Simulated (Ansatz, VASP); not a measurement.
Hf: VASP beside Ansatz

```
Hf
1.0
     0.00000    2.66552    5.32052
     1.60490    0.00000    5.32052
     1.60490    2.66552    0.00000
Hf
2
Direct
  0.86392 0.86392 0.13608
  0.13608 0.13608 0.86392
```

Alike in both runs: functional r2SCAN; k mesh 20 × 20 × 20; occupations gaussian, width 0.1 eV; no spin polarisation.

Ansatz relaxed the structure, and its values are those at the end. VASP's run is a single point on that final structure, the one shown.

|  | VASP | Ansatz |
| --- | --- | --- |
| version | VASP 6.6.1 | Ansatz 0.2.0 |
| potentials or method | VASP PAW PBE potentials, release 64 (Hf_pv), cutoff 520 eV | scalar-relativistic, plane waves, PAW |
| valence electrons in the cell | 20 | 52 |

Ansatz gave:

| Property | Result |
| --- | --- |
| gap on the k mesh at the Fermi level (eV) | none |
| pressure (GPa) | 0.0 |
| rms of the force components (eV/Å) | 0.002 |

Question: Which values does VASP return?

Answer: gap on the k mesh at the Fermi level (eV): none; pressure (GPa): -0.5; rms of the force components (eV/Å): 0.026.

VASP's potentials were made for PBE, not for r2SCAN. A gap of «none» marks a metal or a gap that the smearing closes. VASP's potentials hold 20 valence electrons a cell and Ansatz's 52, so a difference there can come from the potentials and not from the codes.

Spin-orbit coupling is off throughout.
